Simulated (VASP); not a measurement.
# HfGa2As2 (P4/mmm) in VASP: notebook

The runs below take HfGa2As2 through single point, relaxation of cell and atoms, with PBE.

Program: VASP 6.6.1. These are calculated values, not measurements. Logs are shortened: lines on timing, memory, paths and dates and some standing lists are left out, and cuts for length are marked.

### 1 The cell of the first run

The structure is tetragonal, space group P4/mmm (No. 123). The conventional cell has a = 4.386 Å, b = 4.386 Å, c = 5.950 Å, α = 90.00°, β = 90.00°, γ = 90.00°. Hf (site symmetry 4/mmm) has 8 As at 3.41 Å and 8 Ga at 3.70 Å and 4 Hf at 4.39 Å within 4.5 Å. Ga (site symmetry mmm) has 4 As at 2.68 Å and 4 Ga at 3.10 Å within 3.5 Å. Within 3.5 Å of As (site symmetry 4mm) lie 4 Ga at 2.68 Å and 2 As at 2.86 to 3.09 Å and 4 Hf at 3.41 Å.

The cell was generated, and may not be a known phase.

### 2 Single point, PBE

INCAR

```
SYSTEM = HfGa2As2
PREC = Accurate
ENCUT = 520
EDIFF = 1E-6
ISMEAR = 0
SIGMA = 0.1
LREAL = .False.
LASPH = .True.
NELM = 60
ALGO = Normal
ISIF = 2
LWAVE = .False.
LCHARG = .False.
GGA = PE
NBANDS = 31
```

KPOINTS

```
regular mesh
0
Gamma
  4 4 4
  0 0 0
```

POSCAR

```
HfGa2As2
1.0
    4.3864998200      0.0000000000      0.0000000000
    0.0000000000      4.3864998200      0.0000000000
    0.0000000000      0.0000000000      5.9501578500
Hf Ga As
1 2 2
Direct
    0.0000000000      0.0000000000      0.0000000000
    0.0000000000      0.5000000000      0.5000000000
    0.5000000000      0.0000000000      0.5000000000
    0.5000000000      0.5000000000      0.2399999900
    0.5000000000      0.5000000000      0.7600000100
```

Potentials or basis: VASP PAW PBE potentials, release 64 (Hf_pv, Ga_d, As).

The run is started by

```bash
cat potpaw_PBE.64/Hf_pv/POTCAR potpaw_PBE.64/Ga_d/POTCAR potpaw_PBE.64/As/POTCAR > POTCAR
mpirun -np 1 vasp_std > vasp.out
```

OUTCAR:

```text
SYSTEM = HfGa2As2
   PREC = Accurate
   ENCUT = 520
   EDIFF = 1E-6
   ISMEAR = 0
   LREAL = .False.
   LASPH = .True.
   NELM = 60
   ISIF = 2
   GGA = PE

 ion  position               nearest neighbor table
   1  0.000  0.000  0.000-
   2  0.000  0.500  0.500-   4 2.68   5 2.68   4 2.68   5 2.68
   3  0.500  0.000  0.500-   4 2.68   5 2.68   4 2.68   5 2.68
   4  0.500  0.500  0.240-   2 2.68   3 2.68   3 2.68   2 2.68   5 2.86
   5  0.500  0.500  0.760-   2 2.68   3 2.68   3 2.68   2 2.68   4 2.86

  LATTYP: Found a simple tetragonal cell.
 ALAT       =     4.3864998200
 C/A-ratio  =     1.3564705561

  Lattice vectors:

 A1 = (   4.3864998200,   0.0000000000,   0.0000000000)
 A2 = (   0.0000000000,   4.3864998200,   0.0000000000)
 A3 = (   0.0000000000,   0.0000000000,   5.9501578500)

Analysis of symmetry for initial positions (statically):
=====================================================================
 Subroutine PRICEL returns:
 Original cell was already a primitive cell.

 Routine SETGRP: Setting up the symmetry group for a
 simple tetragonal supercell.

 Subroutine GETGRP returns: Found 16 space group operations
 (whereof 16 operations were pure point group operations)
 out of a pool of 16 trial point group operations.

The static configuration has the point symmetry D_4h.

Analysis of symmetry for dynamics (positions and initial velocities):
=====================================================================
 Subroutine PRICEL returns:
 Original cell was already a primitive cell.

 Routine SETGRP: Setting up the symmetry group for a
 simple tetragonal supercell.

 Subroutine GETGRP returns: Found 16 space group operations
 (whereof 16 operations were pure point group operations)
 out of a pool of 16 trial point group operations.

The dynamic configuration has the point symmetry D_4h.

 Subroutine INISYM returns: Found 16 space group operations
 (whereof 16 operations are pure point group operations),
 and found     1 'primitive' translations

----------------------------------------------------------------------------------------

                                     Primitive cell

  volume of cell :     114.4893

  direct lattice vectors                    reciprocal lattice vectors
     4.386499820  0.000000000  0.000000000     0.227972197  0.000000000  0.000000000
     0.000000000  4.386499820  0.000000000     0.000000000  0.227972197  0.000000000
     0.000000000  0.000000000  5.950157850     0.000000000  0.000000000  0.168062768

  length of vectors
     4.386499820  4.386499820  5.950157850     0.227972197  0.227972197  0.168062768

  position of ions in fractional coordinates (direct lattice)
     0.000000000  0.000000000  0.000000000
     0.000000000  0.500000000  0.500000000
     0.500000000  0.000000000  0.500000000
     0.500000000  0.500000000  0.239999990
     0.500000000  0.500000000  0.760000010

  ion indices of the primitive-cell ions
   primitive index   ion index
                 1           1
                 2           2
                 3           3
                 4           4
                 5           5

----------------------------------------------------------------------------------------

 KPOINTS: regular mesh

Automatic generation of k-mesh.
 Grid dimensions read from file:
 generate k-points for:    4    4    4

 Generating k-lattice:

  Cartesian coordinates                     Fractional coordinates (reciprocal lattice)
     0.056993049  0.000000000  0.000000000     0.250000000  0.000000000  0.000000000
     0.000000000  0.056993049  0.000000000     0.000000000  0.250000000  0.000000000
     0.000000000  0.000000000  0.042015692     0.000000000  0.000000000  0.250000000

  Length of vectors
     0.056993049  0.056993049  0.042015692

  Shift w.r.t. Gamma in fractional coordinates (k-lattice)
     0.000000000  0.000000000  0.000000000

 Subroutine IBZKPT returns following result:
 ===========================================

 Found     18 irreducible k-points:

 Following reciprocal coordinates:
            Coordinates               Weight
  0.000000  0.000000  0.000000      1.000000
  0.250000  0.000000  0.000000      4.000000
  0.500000  0.000000  0.000000      2.000000
  0.250000  0.250000  0.000000      4.000000
  0.500000  0.250000  0.000000      4.000000
  0.500000  0.500000  0.000000      1.000000
[... 10 lines left out ...]
  0.500000  0.250000  0.500000      4.000000
  0.500000  0.500000  0.500000      1.000000
   k-points           NKPTS =     18   k-points in BZ     NKDIM =     18   number of bands    NBANDS=     31
   number of dos      NEDOS =    301   number of ions     NIONS =      5
   total plane-waves  NPLWV =  62208
   dimension x,y,z NGX =    36 NGY =   36 NGZ =   48
   dimension x,y,z NGXF=    72 NGYF=   72 NGZF=   96
   ions per type =               1   2   2
   NGX,Y,Z   is equivalent  to a cutoff of  13.64, 13.64, 13.41 a.u.
   NGXF,Y,Z  is equivalent  to a cutoff of  27.29, 27.29, 26.82 a.u.
 SYSTEM =  HfGa2As2
   PREC   = accura    normal or accurate (medium, high low for compatibility)
   ISTART =      0    job   : 0-new  1-cont  2-samecut
   ICHARG =      2    charge: 1-file 2-atom 10-const
   ISPIN  =      1    spin polarized calculation?
   LNONCOLLINEAR =      F non collinear calculations
   LSORBIT =      F    spin-orbit coupling
   LASPH  =      T    aspherical Exc in radial PAW
   ENCUT  =  520.0 eV  38.22 Ry    6.18 a.u.   8.16  8.16 11.06*2*pi/ulx,y,z
   NELM   =     60;   NELMIN=  2; NELMDL= -5     # of ELM steps
   EDIFF  = 0.1E-05   stopping-criterion for ELM
   LREAL  =      F    real-space projection
   EDIFFG = 0.1E-04   stopping-criterion for IOM
   NSW    =      0    number of steps for IOM
   IBRION =     -1    ionic relax: 0-MD 1-quasi-New 2-CG
   NFREE  =      0    steps in history (QN), initial steepest desc. (CG)
   ISIF   =      2    stress and relaxation
   ISYM   =      2    0-nonsym 1-usesym 2-fastsym
   POTIM  = 0.5000    time-step for ionic-motion
   TEBEG  =    0.0;   TEEND  =   0.0 temperature during run
   PSTRESS=    0.0 pullay stress
   NELECT =      46.0000    total number of electrons
   NUPDOWN=      -1.0000    fix difference up-down
   EMIN   =  10.00;   EMAX   =-10.00  energy-range for DOS
   EFERMI =   0.00;   METHOD = LEGACY
   ISMEAR =     0;   SIGMA  =   0.10  broadening in eV -4-tet -1-fermi 0-gaus
   EFERMI_NEDOS =   21; number of points for ismear=-14 and -15
   IALGO  =     38    algorithm
   IMIX   =      4    mixing-type and parameters
     AMIX     =   0.40;   BMIX     =  1.00
     AMIX_MAG =   1.60;   BMIX_MAG =  1.00
  volume/ion in A,a.u.               =      22.90       154.52
  Fermi-wavevector in a.u.,A,eV,Ry     =   1.208016  2.282818 19.855004  1.459302
  Thomas-Fermi vector in A             =   2.343636
   LORBIT       =      0    0 simple, 1 ext, 2 COOP (PROOUT), +10 PAW based schemes
   GGA     = PE    functional components
   LHFCALC =     F    Hartree Fock is set to
   AEXX    =    0.0000 exact exchange contribution
   IVDW    =     0    specifies the selected vdW correction
   LEPSILON=     F    determine dielectric tensor
   LRPA    =     F    only Hartree local field effects (RPA)
 non-spin polarized calculation
 Gauss-broadening in eV      SIGMA  =   0.10
  energy-cutoff  :      520.00
  volume of cell :      114.49
 maximum number of plane-waves:      3112
 NGX is ok and might be reduce to    36
   NGX = 17   NGY = 17   NGZ = 23

 number of electron      45.9999978 magnetization

 Free energy of the ion-electron system (eV)
  ---------------------------------------------------
  ext. energy  EPLUGINS =         0.00000000
  ---------------------------------------------------
  free energy    TOTEN  =       -22.77865884 eV

  energy without entropy =      -22.75012661  energy(sigma->0) =      -22.76439273

 E-fermi :   4.9115     XC(G=0): -10.2043

 val. band max:        4.9013425452   @ k =   0.0000   0.0000   0.0000
 cond. band min:       4.9130805517   @ k =   0.5000   0.0000   0.0000
 fundamental gap:      0.0117380065
 Fermi energy:         4.9114796732

 k-point     1 :       0.0000    0.0000    0.0000
  band No.  band energies     occupation
      1     -27.7251      2.00000
      2     -27.7251      2.00000
      3     -27.6931      2.00000
      4     -10.4009      2.00000
      5     -10.2651      2.00000
      6     -10.1994      2.00000
[... 23 lines left out ...]
     30       7.0085      0.00000
     31       7.1387      0.00000

 k-point     2 :       0.2500    0.0000    0.0000
  band No.  band energies     occupation
      1     -27.7299      2.00000
      2     -27.7247      2.00000
      3     -27.6926      2.00000
      4     -10.3346      2.00000
      5     -10.2308      2.00000
      6     -10.2150      2.00000
[... 23 lines left out ...]
     30       7.6459      0.00000
     31       8.2712      0.00000

 k-point     3 :       0.5000    0.0000    0.0000
  band No.  band energies     occupation
      1     -27.7347      2.00000
      2     -27.7243      2.00000
      3     -27.6922      2.00000
      4     -10.2425      2.00000
      5     -10.2320      2.00000
      6     -10.1851      2.00000
[... 23 lines left out ...]
     30       8.0306      0.00000
     31       9.1493      0.00000

 k-point     4 :       0.2500    0.2500    0.0000
  band No.  band energies     occupation
      1     -27.7295      2.00000
      2     -27.7293      2.00000
      3     -27.6922      2.00000
      4     -10.2853      2.00000
      5     -10.2613      2.00000
      6     -10.2124      2.00000
[... 23 lines left out ...]
     30       7.7042      0.00000
     31       8.1917      0.00000

 k-point     5 :       0.5000    0.2500    0.0000
  band No.  band energies     occupation
      1     -27.7341      2.00000
      2     -27.7289      2.00000
      3     -27.6918      2.00000
      4     -10.2904      2.00000
      5     -10.2180      2.00000
      6     -10.1937      2.00000
[... 23 lines left out ...]
     30       8.0414      0.00000
     31       8.1828      0.00000
[... 338 lines left out ...]
     30       7.3237      0.00000
     31       7.3284      0.00000

 k-point    16 :       0.2500    0.2500    0.5000
  band No.  band energies     occupation
      1     -27.7295      2.00000
      2     -27.7293      2.00000
      3     -27.6923      2.00000
      4     -10.2795      2.00000
      5     -10.2701      2.00000
      6     -10.2113      2.00000
[... 23 lines left out ...]
     30       7.4513      0.00000
     31       8.7547      0.00000

 k-point    17 :       0.5000    0.2500    0.5000
  band No.  band energies     occupation
      1     -27.7341      2.00000
      2     -27.7289      2.00000
      3     -27.6919      2.00000
      4     -10.3027      2.00000
      5     -10.2161      2.00000
      6     -10.1936      2.00000
[... 23 lines left out ...]
     30       7.5512      0.00000
     31       9.3693      0.00000

 k-point    18 :       0.5000    0.5000    0.5000
  band No.  band energies     occupation
      1     -27.7336      2.00000
      2     -27.7336      2.00000
      3     -27.6915      2.00000
      4     -10.3425      2.00000
      5     -10.2163      2.00000
      6     -10.2163      2.00000
[... 23 lines left out ...]
     30       8.4643      0.00000
     31       8.8919      0.00000

------------------------ aborting loop because EDIFF is reached ----------------------------------------

  FORCE on cell =-STRESS in cart. coord.  units (eV):
  Direction    XX          YY          ZZ          XY          YZ          ZX
  --------------------------------------------------------------------------------------
  -------------------------------------------------------------------------------------
  Total       -4.9481822     -4.9481822     -0.4967910      0.0000000     -0.0000000      0.0000000
  in kB      -69.2454983    -69.2454983     -6.9521571      0.0000000     -0.0000000      0.0000000
  external PRESSURE =     -48.4810512 kB  Pullay stress =       0.0000000 kB

 VOLUME and BASIS-vectors are now :
 -----------------------------------------------------------------------------
  energy-cutoff  :      520.00
  volume of cell :      114.49
      direct lattice vectors                 reciprocal lattice vectors
     4.386499820  0.000000000  0.000000000     0.227972197  0.000000000  0.000000000
     0.000000000  4.386499820  0.000000000     0.000000000  0.227972197  0.000000000
     0.000000000  0.000000000  5.950157850     0.000000000  0.000000000  0.168062768

 POSITION                                       TOTAL-FORCE (eV/Angst)
 -----------------------------------------------------------------------------------
      0.00000      0.00000      0.00000         0.000000      0.000000      0.000000
      0.00000      2.19325      2.97508         0.000000      0.000000      0.000000
      2.19325      0.00000      2.97508         0.000000      0.000000      0.000000
      2.19325      2.19325      1.42804         0.000000     -0.000000     -2.634138
      2.19325      2.19325      4.52212        -0.000000     -0.000000      2.634138
 -----------------------------------------------------------------------------------
    total drift:                                0.000000      0.000000      0.000000

  FREE ENERGIE OF THE ION-ELECTRON SYSTEM (eV)
  ---------------------------------------------------
  free  energy   TOTEN  =       -22.7786588431 eV

  energy  without entropy=      -22.7501266074  energy(sigma->0) =      -22.76439273
```

It took 81 s on 1 thread of Oxide Virtual Turin-like, shared host; peak memory 0.23 GiB.

Results:

```
Free energy            : -22.7787 eV
Pressure               : -4.8 GPa
Largest force          : 2.634 eV/Å
Band gap on the k mesh : zero (bands 23 and 24 overlap by 1.28 eV)
```

Forces on the atoms (eV/Å):
```
Hf   0.000  0.000  0.000
Ga   0.000  0.000  0.000
Ga   0.000  0.000  0.000
As   0.000  0.000 -2.634
As   0.000  0.000  2.634
```

Stress tensor (GPa, compression positive):
```
-6.92  0.00  0.00
 0.00 -6.92  0.00
 0.00  0.00 -0.70
```

Levels at points of the mesh, in eV from the Fermi level:
```
           k point  band 20  band 21  band 22  band 23  band 24  band 25  band 26  band 27
(0.00, 0.00, 0.00)    -3.21    -1.46    -1.46    -0.01     0.73     0.85     0.93     1.91
(0.50, 0.00, 0.00)    -2.45    -2.24    -0.54     0.00     0.04     0.53     0.65     1.13
(0.50, 0.50, 0.00)    -3.81    -3.71    -0.55    -0.55     0.93     1.53     1.59     2.25
(0.00, 0.00, 0.50)    -2.98    -2.00    -2.00    -1.53    -1.22    -0.88     0.75     1.19
(0.50, 0.00, 0.50)    -2.53    -2.23    -1.62    -0.24    -0.08     1.12     1.27     1.28
(0.50, 0.50, 0.50)    -2.93    -2.23    -2.06    -1.19     0.38     0.38     1.20     1.61
```

Caveat: the stress differs along the axes, from -7 to -1 GPa; spin-orbit coupling is left out, which moves the levels of the heavy elements; forces of over 1 eV/Å act on the atoms, so gaps and moduli don't describe the material at rest.

### 3 Single point, PBE

This run uses another cell than the first one, of 20.04 Å³/atom.

INCAR

```
SYSTEM = HfGa2As2
  PREC = Accurate
  ENCUT = 520
  EDIFF = 1E-7
  ISMEAR = 0
  SIGMA = 0.1
  LREAL = .FALSE.
  LASPH = .TRUE.
  NELM = 80
  ALGO = Fast
  ISIF = 2
  LWAVE = .FALSE.
  LCHARG = .FALSE.
  GGA = PE
  NBANDS = 31
```

KPOINTS

```
regular mesh
0
G
  10 10 6
  0 0 0
```

POSCAR

```
HfGa2As2
1.0
    3.6163362240      0.0000000000      0.0000000000
    0.0000000000      3.6163362240      0.0000000000
    0.0000000000      0.0000000000      7.6606209347
Hf Ga As
1 2 2
Direct
    0.0000000000      0.0000000000      0.0000000000
    0.0000000000      0.5000000000      0.5000000000
    0.5000000000      0.0000000000      0.5000000000
    0.5000000000      0.5000000000      0.1791971039
    0.5000000000      0.5000000000      0.8208028961
```

Potentials or basis: VASP PAW PBE potentials, release 64 (Hf_pv, Ga_d, As).

The run is started by

```bash
cat potpaw_PBE.64/Hf_pv/POTCAR potpaw_PBE.64/Ga_d/POTCAR potpaw_PBE.64/As/POTCAR > POTCAR
mpirun -np 1 vasp_std > vasp.out
```

Wall time 5.6 min (1 thread of Oxide Virtual Turin-like, shared host); peak memory 0.36 GiB.

The run converged. Its results:

| Quantity | Value |
| --- | --- |
| Free energy | -25.9713 eV |
| Pressure | -0.1 GPa |
| Largest force | 0.013 eV/Å |
| Band gap on the k mesh | zero (bands 23 and 24 overlap by 3.56 eV) |

Forces in eV/Å, atoms in the order of the input:
```
Hf   0.000  0.000  0.000
Ga   0.000  0.000  0.000
Ga   0.000  0.000  0.000
As   0.000  0.000 -0.013
As   0.000  0.000  0.013
```

Levels at points of the mesh, in eV from the Fermi level:
| k point | band 19 | band 20 | band 21 | band 22 | band 23 | band 24 | band 25 | band 26 | band 27 | band 28 |
| --- | --- | --- | --- | --- | --- | --- | --- | --- | --- | --- |
| (0.00, 0.00, 0.00) | -1.44 | -1.19 | -1.19 | -0.98 | -0.98 | 0.97 | 1.23 | 1.23 | 1.57 | 2.06 |
| (0.50, 0.00, 0.00) | -3.85 | -2.25 | -1.25 | -1.02 | 0.27 | 1.22 | 1.53 | 2.52 | 2.92 | 3.07 |
| (0.50, 0.50, 0.00) | -4.10 | -4.10 | -3.65 | -2.63 | -2.63 | -0.24 | 0.45 | 1.38 | 2.15 | 2.15 |
| (0.00, 0.00, 0.50) | -1.39 | -1.39 | -0.65 | -0.65 | 0.97 | 0.97 | 1.11 | 1.37 | 1.80 | 1.96 |
| (0.50, 0.00, 0.50) | -3.86 | -2.21 | -2.18 | -1.01 | 0.80 | 0.94 | 1.48 | 2.57 | 3.38 | 4.11 |
| (0.50, 0.50, 0.50) | -4.08 | -3.57 | -3.55 | -3.32 | -2.58 | -2.58 | -0.29 | 2.14 | 2.14 | 3.59 |

Caveat: spin-orbit coupling is left out, which moves the levels of the heavy elements.

(Continued in part 2 of 2.)

The gap in the log of VASP goes by the Fermi energy; the results here count the filled bands.